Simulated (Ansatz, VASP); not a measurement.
## Two plane-wave programs on SnTe

The input POSCAR:

```
SnTe
1.0
    5.3422388014      0.0000000001      0.0000000000
   -2.6711194008      4.6265145151      0.0000000000
    0.0000000000      0.0000000000      6.4222663025
Sn Te
2 2
Direct
    0.3333333333      0.6666666667     -0.0459806339
    0.6666666667      0.3333333333      0.4540193661
    0.3333333333      0.6666666667      0.4209806339
    0.6666666667      0.3333333333      0.9209806339
```

File INCAR.step1:

```
PREC = Accurate
ENCUT = 520
ISMEAR = 0
SIGMA = 0.01
LREAL = False
LASPH = True
NELM = 80
NBANDS = 28
GGA = PE
ALGO = Normal
EDIFF = 1E-4
LWAVE = True
LCHARG = False
```

INCAR.step2

```
PREC = Accurate
ENCUT = 520
EDIFF = 1E-6
ISMEAR = 0
SIGMA = 0.01
LREAL = False
LASPH = True
NELM = 80
ALGO = Normal
ISIF = 2
LWAVE = False
LCHARG = False
METAGGA = R2SCAN
LMIXTAU = True
NBANDS = 28
ISTART = 1
```

File KPOINTS:

```
Automatic mesh
0
Gamma
  6 6 4
```

Input for Ansatz:

```yaml
crystal:
  lattice:
    - [5.3422388014, 1.0e-10, 0.0]
    - [-2.6711194008, 4.6265145151, 0.0]
    - [0.0, 0.0, 6.4222663025]
  atoms:
    - { symbol: Sn, position: [0.3333333333, 0.6666666667, -0.0459806339] }
    - { symbol: Sn, position: [0.6666666667, 0.3333333333, 0.4540193661] }
    - { symbol: Te, position: [0.3333333333, 0.6666666667, 0.4209806339] }
    - { symbol: Te, position: [0.6666666667, 0.3333333333, 0.9209806339] }
kpoints:
  mp_grid: { grid: [6, 6, 4] }
hamiltonian:
  xc: r2scan
scf:
  occupations: { method: fixed }
  n_extra_bands: 5
output:
  forces: true
  stress: true
  eigenvalues: true
```

Alike in both runs: task single point; functional r2SCAN; k mesh 6 × 6 × 4; no spin polarisation.

```csv
,VASP,Ansatz
version,VASP 6.6.1,Ansatz 0.2.0
potentials or method,"VASP PAW PBE potentials, release 64 (Sn_d, Te)","plane waves, PAW"
plane-wave cutoff (eV),520,500
occupations,"gaussian, width 0.01 eV",fixed
valence electrons in the cell,40,60
```

|  | VASP | Ansatz | Ansatz less VASP |
| --- | --- | --- | --- |
| gap on the k mesh at the Fermi level (eV) | 0.53 | 0.54 | +0.002 |
| pressure (GPa) | 1.0 | 1.0 | 0.00 |
| traceless stress, the component that is largest in VASP (GPa) | 0.07 | 0.05 | -0.013 |
| rms of the force components (eV/Å) | 0.042 | 0.038 | -0.0047 |

VASP's potentials were made for PBE, not for r2SCAN. Atom by atom the forces differ by 0.005 eV/Å (rms over components). VASP's potentials hold 40 valence electrons a cell and Ansatz's 60, so a difference there can come from the potentials and not from the codes.

Spin-orbit coupling is off throughout.
